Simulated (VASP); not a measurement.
# Sc (P6_3/mmc) in VASP: further runs

Sc is run at these levels: revPBE; tasks: single point.

Program: VASP 6.6.1. These are calculated values, not measurements. Logs are shortened: lines on timing, memory, paths and dates and some standing lists are left out, and cuts for length are marked.

### Step 1. The cell of the first run

The structure is hexagonal, space group P6_3/mmc (No. 194). The conventional cell has a = 3.371 Å, b = 3.371 Å, c = 10.769 Å, α = 90.00°, β = 90.00°, γ = 120.00°. Sc (site symmetry -3m) has 12 Sc at 3.32 to 3.37 Å within 4.4 Å. Sc (site symmetry -6m2) has 12 Sc at 3.32 to 3.37 Å within 4.4 Å.

### Step 2. Single point, revPBE (volume scaled by 1.04)

Contents of INCAR:

```
  PREC = Accurate
  ENCUT = 520
  EDIFF = 1E-6
  ISMEAR = -1
  SIGMA = 0.1
  LREAL = False
  LASPH = True
  NELM = 80
  ALGO = Normal
  ISIF = 2
  LWAVE = False
  LCHARG = False
  GGA = RE
  NBANDS = 30
```

Contents of KPOINTS:

```
Automatic mesh
0
Gamma
  12 12 4
```

Contents of POSCAR:

```
Sc
1.0
    3.3709272283      0.0000000000      0.0000000000
   -1.6854636142      2.9193086140      0.0000000000
    0.0000000000      0.0000000000     10.7688139822
Sc
4
Direct
    0.0000000000      0.0000000000      1.0000000000
    0.0000000000      0.0000000000      0.5000000000
    0.3333333333      0.6666666667      0.2500000000
    0.6666666667      0.3333333333      0.7500000000
```

Potentials or basis: VASP PAW PBE potentials, release 64 (Sc_sv).

Command:

```console
> cat potpaw_PBE.64/Sc_sv/POTCAR > POTCAR
> mpirun -np 1 vasp_std > vasp.out
```

OUTCAR:

```text
PREC = Accurate
   ENCUT = 520
   EDIFF = 1E-6
   ISMEAR = -1
   LREAL = False
   LASPH = True
   NELM = 80
   ISIF = 2
   GGA = RE

 ion  position               nearest neighbor table
   1  0.000  0.000  0.000-   3 3.32   4 3.32   4 3.32   3 3.32   4 3.32   3 3.32
   2  0.000  0.000  0.500-   3 3.32   4 3.32   4 3.32   3 3.32   4 3.32   3 3.32
   3  0.333  0.667  0.250-   1 3.32   2 3.32   1 3.32   2 3.32   1 3.32   2 3.32
   4  0.667  0.333  0.750-   1 3.32   2 3.32   1 3.32   2 3.32   1 3.32   2 3.32

  LATTYP: Found a hexagonal cell.
 ALAT       =     3.3709272283
 C/A-ratio  =     3.1946147908

  Lattice vectors:

 A1 = (   3.3709272283,   0.0000000000,   0.0000000000)
 A2 = (  -1.6854636142,   2.9193086140,   0.0000000000)
 A3 = (   0.0000000000,   0.0000000000,  10.7688139822)

Analysis of symmetry for initial positions (statically):
=====================================================================
 Subroutine PRICEL returns:
 Original cell was already a primitive cell.

 Routine SETGRP: Setting up the symmetry group for a
 hexagonal supercell.

 Subroutine GETGRP returns: Found 24 space group operations
 (whereof 12 operations were pure point group operations)
 out of a pool of 24 trial point group operations.

The static configuration has the point symmetry D_3d.
 The point group associated with its full space group is D_6h.

Analysis of symmetry for dynamics (positions and initial velocities):
=====================================================================
 Subroutine PRICEL returns:
 Original cell was already a primitive cell.

 Routine SETGRP: Setting up the symmetry group for a
 hexagonal supercell.

 Subroutine GETGRP returns: Found 24 space group operations
 (whereof 12 operations were pure point group operations)
 out of a pool of 24 trial point group operations.

The dynamic configuration has the point symmetry D_3d.
 The point group associated with its full space group is D_6h.

 Subroutine INISYM returns: Found 24 space group operations
 (whereof 12 operations are pure point group operations),
 and found     1 'primitive' translations

----------------------------------------------------------------------------------------

                                     Primitive cell

  volume of cell :     105.9735

  direct lattice vectors                    reciprocal lattice vectors
     3.370927228  0.000000000  0.000000000     0.296654283  0.171273430  0.000000000
    -1.685463614  2.919308614  0.000000000     0.000000000  0.342546860  0.000000000
     0.000000000  0.000000000 10.768813982     0.000000000  0.000000000  0.092860737

  length of vectors
     3.370927228  3.370927228 10.768813982     0.342546860  0.342546860  0.092860737

  position of ions in fractional coordinates (direct lattice)
     0.000000000  0.000000000  0.000000000
     0.000000000  0.000000000  0.500000000
     0.333333333  0.666666667  0.250000000
     0.666666667  0.333333333  0.750000000

  ion indices of the primitive-cell ions
   primitive index   ion index
                 1           1
                 2           2
                 3           3
                 4           4

----------------------------------------------------------------------------------------

 KPOINTS: Automatic mesh

Automatic generation of k-mesh.
 Grid dimensions read from file:
 generate k-points for:   12   12    4

 Generating k-lattice:

  Cartesian coordinates                     Fractional coordinates (reciprocal lattice)
     0.024721190  0.014272786  0.000000000     0.083333333  0.000000000  0.000000000
     0.000000000  0.028545572  0.000000000     0.000000000  0.083333333  0.000000000
     0.000000000  0.000000000  0.023215184     0.000000000  0.000000000  0.250000000

  Length of vectors
     0.028545572  0.028545572  0.023215184

  Shift w.r.t. Gamma in fractional coordinates (k-lattice)
     0.000000000  0.000000000  0.000000000

 Subroutine IBZKPT returns following result:
 ===========================================

 Found     57 irreducible k-points:

 Following reciprocal coordinates:
            Coordinates               Weight
  0.000000  0.000000  0.000000      1.000000
  0.083333  0.000000  0.000000      6.000000
  0.166667  0.000000  0.000000      6.000000
  0.250000  0.000000  0.000000      6.000000
  0.333333  0.000000  0.000000      6.000000
  0.416667  0.000000  0.000000      6.000000
[... 16 lines left out ...]
  0.250000  0.000000  0.250000     12.000000
  0.333333  0.000000  0.250000     12.000000
 [... further k-points ...]
   k-points           NKPTS =     57   k-points in BZ     NKDIM =     57   number of bands    NBANDS=     30
   number of dos      NEDOS =    301   number of ions     NIONS =      4
   total plane-waves  NPLWV =  62720
   dimension x,y,z NGX =    28 NGY =   28 NGZ =   80
   dimension x,y,z NGXF=    56 NGYF=   56 NGZF=  160
   ions per type =               4
   NGX,Y,Z   is equivalent  to a cutoff of  13.81, 13.81, 12.35 a.u.
   NGXF,Y,Z  is equivalent  to a cutoff of  27.62, 27.62, 24.70 a.u.
 SYSTEM =  unknown system
   PREC   = accura    normal or accurate (medium, high low for compatibility)
   ISTART =      0    job   : 0-new  1-cont  2-samecut
   ICHARG =      2    charge: 1-file 2-atom 10-const
   ISPIN  =      1    spin polarized calculation?
   LNONCOLLINEAR =      F non collinear calculations
   LSORBIT =      F    spin-orbit coupling
   LASPH  =      T    aspherical Exc in radial PAW
   ENCUT  =  520.0 eV  38.22 Ry    6.18 a.u.   6.27  6.27 20.02*2*pi/ulx,y,z
   NELM   =     80;   NELMIN=  2; NELMDL= -5     # of ELM steps
   EDIFF  = 0.1E-05   stopping-criterion for ELM
   LREAL  =      F    real-space projection
   EDIFFG = 0.1E-04   stopping-criterion for IOM
   NSW    =      0    number of steps for IOM
   IBRION =     -1    ionic relax: 0-MD 1-quasi-New 2-CG
   NFREE  =      0    steps in history (QN), initial steepest desc. (CG)
   ISIF   =      2    stress and relaxation
   ISYM   =      2    0-nonsym 1-usesym 2-fastsym
   POTIM  = 0.5000    time-step for ionic-motion
   TEBEG  =    0.0;   TEEND  =   0.0 temperature during run
   PSTRESS=    0.0 pullay stress
   NELECT =      44.0000    total number of electrons
   NUPDOWN=      -1.0000    fix difference up-down
   EMIN   =  10.00;   EMAX   =-10.00  energy-range for DOS
   EFERMI =   0.00;   METHOD = LEGACY
   ISMEAR =    -1;   SIGMA  =   0.10  broadening in eV -4-tet -1-fermi 0-gaus
   EFERMI_NEDOS =   21; number of points for ismear=-14 and -15
   IALGO  =     38    algorithm
   IMIX   =      4    mixing-type and parameters
     AMIX     =   0.40;   BMIX     =  1.00
     AMIX_MAG =   1.60;   BMIX_MAG =  1.00
  volume/ion in A,a.u.               =      26.49       178.79
  Fermi-wavevector in a.u.,A,eV,Ry     =   1.221312  2.307945 20.294492  1.491603
  Thomas-Fermi vector in A             =   2.356499
   LORBIT       =      0    0 simple, 1 ext, 2 COOP (PROOUT), +10 PAW based schemes
   GGA     = RE    functional components
   LHFCALC =     F    Hartree Fock is set to
   AEXX    =    0.0000 exact exchange contribution
   IVDW    =     0    specifies the selected vdW correction
   LEPSILON=     F    determine dielectric tensor
   LRPA    =     F    only Hartree local field effects (RPA)
 non-spin polarized calculation
  energy-cutoff  :      520.00
  volume of cell :      105.97
 maximum number of plane-waves:      2872
 NGX is ok and might be reduce to    28
   NGX = 13   NGY = 13   NGZ = 41

 number of electron      44.0000007 magnetization

 Free energy of the ion-electron system (eV)
  ---------------------------------------------------
  ext. energy  EPLUGINS =         0.00000000
  ---------------------------------------------------
  free energy    TOTEN  =       -24.00795473 eV

  energy without entropy =      -23.73901136  energy(sigma->0) =      -23.87348305

 E-fermi :   3.3830     XC(G=0):  -9.5039

 val. band max:        3.3805203373   @ k =   0.0833   0.0833   0.0000
 cond. band min:       3.3842328412   @ k =   0.3333   0.2500   0.2500
 fundamental gap:      0.0037125040
 Fermi energy:         3.3829603852

 k-point     1 :       0.0000    0.0000    0.0000
  band No.  band energies     occupation
      1     -46.3477      2.00000
      2     -46.3276      2.00000
      3     -46.3211      2.00000
      4     -46.3009      2.00000
      5     -25.0635      2.00000
      6     -24.9192      2.00000
[... 22 lines left out ...]
     29       5.0853      0.00000
     30       5.0886      0.00000

 k-point     2 :       0.0833    0.0000    0.0000
  band No.  band energies     occupation
      1     -46.3453      2.00000
      2     -46.3259      2.00000
      3     -46.3194      2.00000
      4     -46.2999      2.00000
      5     -25.0567      2.00000
      6     -24.9215      2.00000
[... 22 lines left out ...]
     29       5.1285      0.00000
     30       5.1814      0.00000

 k-point     3 :       0.1667    0.0000    0.0000
  band No.  band energies     occupation
      1     -46.3386      2.00000
      2     -46.3212      2.00000
      3     -46.3147      2.00000
      4     -46.2972      2.00000
      5     -25.0373      2.00000
      6     -24.9316      2.00000
[... 22 lines left out ...]
     29       5.1030      0.00000
     30       5.4124      0.00000

 k-point     4 :       0.2500    0.0000    0.0000
  band No.  band energies     occupation
      1     -46.3291      2.00000
      2     -46.3148      2.00000
      3     -46.3083      2.00000
      4     -46.2940      2.00000
      5     -25.0101      2.00000
      6     -24.9548      2.00000
[... 616 lines left out ...]
     29       5.1500      0.00000
     30       5.1796      0.00000

 k-point    23 :       0.2500    0.0000    0.2500
  band No.  band energies     occupation
      1     -46.3278      2.00000
      2     -46.3189      2.00000
      3     -46.3042      2.00000
      4     -46.2953      2.00000
      5     -25.0060      2.00000
      6     -24.9745      2.00000
[... 22 lines left out ...]
     29       5.0766      0.00000
     30       5.3074      0.00000

 k-point    24 :       0.3333    0.0000    0.2500
  band No.  band energies     occupation
      1     -46.3179      2.00000
      2     -46.3112      2.00000
      3     -46.2991      2.00000
      4     -46.2924      2.00000
      5     -25.0068      2.00000
      6     -24.9810      2.00000
[... 22 lines left out ...]
     29       4.9402      0.00000
     30       5.3057      0.00000

 [... further k-points ...]

------------------------ aborting loop because EDIFF is reached ----------------------------------------

  FORCE on cell =-STRESS in cart. coord.  units (eV):
  Direction    XX          YY          ZZ          XY          YZ          ZX
  --------------------------------------------------------------------------------------
  -------------------------------------------------------------------------------------
  Total       -1.2049443     -1.2049443     -1.1897113      0.0000000      0.0000000      0.0000000
  in kB      -18.2171437    -18.2171437    -17.9868409      0.0000000      0.0000000      0.0000000
  external PRESSURE =     -18.1403761 kB  Pullay stress =       0.0000000 kB

 VOLUME and BASIS-vectors are now :
 -----------------------------------------------------------------------------
  energy-cutoff  :      520.00
  volume of cell :      105.97
      direct lattice vectors                 reciprocal lattice vectors
     3.370927228  0.000000000  0.000000000     0.296654283  0.171273430  0.000000000
    -1.685463614  2.919308614  0.000000000     0.000000000  0.342546860  0.000000000
     0.000000000  0.000000000 10.768813982     0.000000000  0.000000000  0.092860737

 POSITION                                       TOTAL-FORCE (eV/Angst)
 -----------------------------------------------------------------------------------
      0.00000      0.00000      0.00000         0.000000      0.000000     -0.000000
      0.00000      0.00000      5.38441         0.000000      0.000000     -0.000000
     -0.00000      1.94621      2.69220        -0.000000     -0.000000      0.000000
      1.68546      0.97310      8.07661        -0.000000      0.000000      0.000000
 -----------------------------------------------------------------------------------
    total drift:                                0.000000     -0.000000      0.000000

  FREE ENERGIE OF THE ION-ELECTRON SYSTEM (eV)
  ---------------------------------------------------
  free  energy   TOTEN  =       -24.0079547326 eV

  energy  without entropy=      -23.7390113604  energy(sigma->0) =      -23.87348305
```

Wall time 3.4 min (1 thread of Intel Xeon 6975P-C, shared host); peak memory 0.31 GiB.

Results:

- Free energy: -24.0080 eV
- Pressure: -1.8 GPa
- Band gap on the k mesh: zero (band 22 reaches 4.17 eV, above the bottom of band 23 at 3.10 eV)

Levels at points of the mesh, in eV from the Fermi level:
```csv
k point,band 19,band 20,band 21,band 22,band 23,band 24,band 25,band 26
"(0.00, 0.00, 0.00)",-3.60,-1.60,0.25,0.79,0.83,1.40,1.40,1.42
"(0.50, 0.00, 0.00)",-1.16,-1.14,-0.44,-0.34,-0.27,0.12,0.83,1.10
"(0.00, 0.00, 0.50)",-2.29,-2.29,0.36,0.36,1.36,1.36,1.48,1.48
"(0.50, 0.00, 0.50)",-1.22,-1.22,-0.37,-0.37,-0.10,-0.10,1.11,1.11
```

Caveat: the PAW data sets were made with another functional, which shifts forces and pressure a little.

### Step 3. Single point, revPBE (volume scaled by 1.08)

Contents of INCAR:

```
  ALGO = Normal
  EDIFF = 1E-6
  ENCUT = 520
  GGA = RE
  ISIF = 2
  ISMEAR = -1
  LASPH = T
  LCHARG = T
  LELF = T
  LREAL = F
  LVHAR = T
  LWAVE = F
  NBANDS = 30
  NELM = 100
  PREC = Accurate
  SIGMA = 0.1
```

Contents of KPOINTS:

```
k-points
0
Gamma
  12 12 4
```

Contents of POSCAR:

```
Sc
1.0
    3.4136017235      0.0000000000      0.0000000000
   -1.7068008617      2.9562658109      0.0000000000
    0.0000000000      0.0000000000     10.9051425556
Sc
4
Direct
    0.0000000000      0.0000000000      1.0000000000
    0.0000000000      0.0000000000      0.5000000000
    0.3333333333      0.6666666667      0.2500000000
    0.6666666667      0.3333333333      0.7500000000
```

Potentials or basis: VASP PAW PBE potentials, release 64 (Sc_sv).

Command:

```console
> cat potpaw_PBE.64/Sc_sv/POTCAR > POTCAR
> mpirun -np 1 vasp_std > vasp.out
```

It took 3.4 min on 1 thread of Intel Xeon 6975P-C, shared host; peak memory 0.32 GiB.

Results (log left out):

```yaml
Free_energy: -23.9434 eV
Pressure: -3.4 GPa
Band_gap_on_the_k_mesh: zero (band 22 reaches 3.94 eV, above the bottom of band 23 at 2.92 eV)
```

Levels at points of the mesh, in eV from the Fermi level:
```
           k point  band 19  band 20  band 21  band 22  band 23  band 24  band 25  band 26
(0.00, 0.00, 0.00)    -3.56    -1.56     0.19     0.77     0.81     1.35     1.35     1.37
(0.50, 0.00, 0.00)    -1.15    -1.11    -0.41    -0.33    -0.25     0.09     0.81     1.04
(0.00, 0.00, 0.50)    -2.26    -2.26     0.34     0.34     1.31     1.31     1.43     1.43
(0.50, 0.00, 0.50)    -1.17    -1.17    -0.34    -0.34    -0.12    -0.12     1.06     1.06
```

Caveat: the PAW data sets were made with another functional, which shifts forces and pressure a little.
